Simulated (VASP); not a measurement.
Write the native input for VASP 6.6.1 that does the following.

```
Task                   : single point
Functional             : r2SCAN
Potentials or basis    : VASP PAW PBE potentials, release 64 (Cu)
Cutoff                 : 520 eV
k mesh                 : 15 × 15 × 15
Occupations            : methfessel-paxton, width 0.01 eV
Spin                   : no spin polarisation
Dipole correction      : no
Further INCAR settings : ALGO = Normal; EDIFF = 1e-06; NBANDS = 12
```

The system is Cu.

```xyz
1
Lattice="0.0000 1.7881 1.7881 1.7881 0.0000 1.7881 1.7881 1.7881 0.0000" Properties=species:S:1:pos:R:3 pbc="T T T"
Cu    0.0000    0.0000    0.0000
```

The input as run:

POSCAR

```
Cu
1.0
    0.0000000000      1.7881324402      1.7881324402
    1.7881324402      0.0000000000      1.7881324402
    1.7881324402      1.7881324402      0.0000000000
Cu
1
Direct
    0.0000000000      0.0000000000      0.0000000000
```

INCAR.step1

```
SYSTEM = Cu
ALGO = Normal ; EDIFF = 1E-4
ENCUT = 520 ; GGA = PE
ISMEAR = 1 ; LASPH = .TRUE.
LCHARG = .FALSE. ; LREAL = .FALSE.
LWAVE = .TRUE. ; NBANDS = 12
NELM = 100 ; PREC = Accurate
SIGMA = 0.01
```

INCAR.step2

```
SYSTEM = Cu
ALGO = Normal ; EDIFF = 1E-6
ENCUT = 520 ; ISIF = 2
ISMEAR = 1 ; ISTART = 1
LASPH = .TRUE. ; LCHARG = .FALSE.
LMIXTAU = .TRUE. ; LREAL = .FALSE.
LWAVE = .FALSE. ; METAGGA = R2SCAN
NBANDS = 12 ; NELM = 100
PREC = Accurate ; SIGMA = 0.01
```

KPOINTS

```
k-points
0
G
  15 15 15
  0 0 0
```

Potentials or basis: VASP PAW PBE potentials, release 64 (Cu).

Command:

```console
$ cat potpaw_PBE.64/Cu/POTCAR > POTCAR
$ cp INCAR.step1 INCAR
$ mpirun -np 1 vasp_std > vasp.out
$ cp INCAR.step2 INCAR
$ mpirun -np 1 vasp_std > vasp.out
```

Results of the run:

The pressure is 0.3 GPa.

Caveat: the PAW data sets were made with another functional, which shifts forces and pressure a little.

Run time: 110 s on 1 thread of Intel Xeon 8259CL, with other jobs on the host, peak memory 0.14 GiB.
